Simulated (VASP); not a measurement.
**NbSi (wurtzite type): electric field gradients with PBE**

Crystal: NbSi (wurtzite type).

```
Nb Si
1.0
     4.40767    0.00000    0.00000
    -2.20383    3.81715    0.00000
     0.00000    0.00000    4.99881
Nb Si
2 2
Cartesian
  0.0000 2.5448 -0.3099
  2.2038 1.2724 2.1895
  0.0000 2.5448 2.1895
  2.2038 1.2724 4.6889
```

- Program: VASP 6.6.1
- Task: electric field gradients
- Functional: PBE
- Potentials or basis: VASP PAW PBE potentials, release 64 (Nb_sv, Si)
- Cutoff: 520 eV
- k mesh: 10 × 10 × 6
- Occupations: fermi-dirac, width 0.03 eV
- Spin: no spin polarisation
- Dipole correction: no
- Further INCAR settings: ALGO = Normal; EDIFF = 1e-08; NBANDS = 25

```yaml
Pressure: -0.1 GPa
Band_gap_on_the_k_mesh: zero (band 17 reaches 8.49 eV, above the bottom of band 18 at 6.67 eV)
```

Levels at points of the mesh, in eV from the Fermi level:
```csv
k point,band 13,band 14,band 15,band 16,band 17,band 18,band 19,band 20,band 21,band 22
"(0.00, 0.00, 0.00)",-2.32,-2.32,-2.05,-1.02,-1.02,-0.18,1.47,1.47,2.98,3.58
"(0.50, 0.00, 0.00)",-1.82,-1.80,-1.64,-1.57,-0.33,-0.28,0.88,1.04,2.17,2.48
"(0.00, 0.00, 0.50)",-2.93,-2.93,-2.93,-2.93,1.26,1.26,1.26,1.26,3.83,3.83
"(0.50, 0.00, 0.50)",-2.25,-2.25,-2.13,-2.13,0.19,0.19,0.74,0.74,2.51,2.51
```

Electric field gradients, principal values (V/Å²):
```
atom   least  middle  greatest (by size)
1 Nb  54.319  54.320            -108.640
2 Nb  54.319  54.320            -108.640
3 Si   4.464   4.464              -8.928
4 Si   4.464   4.464              -8.928
```

Run time: 4.8 min on 1 thread of AMD EPYC 7R13 (shared host), peak memory 0.24 GiB.

Caveat: without QUAD_EFG the Cq values of the log hold for a quadrupole moment of 1 mb, not for the nuclei.
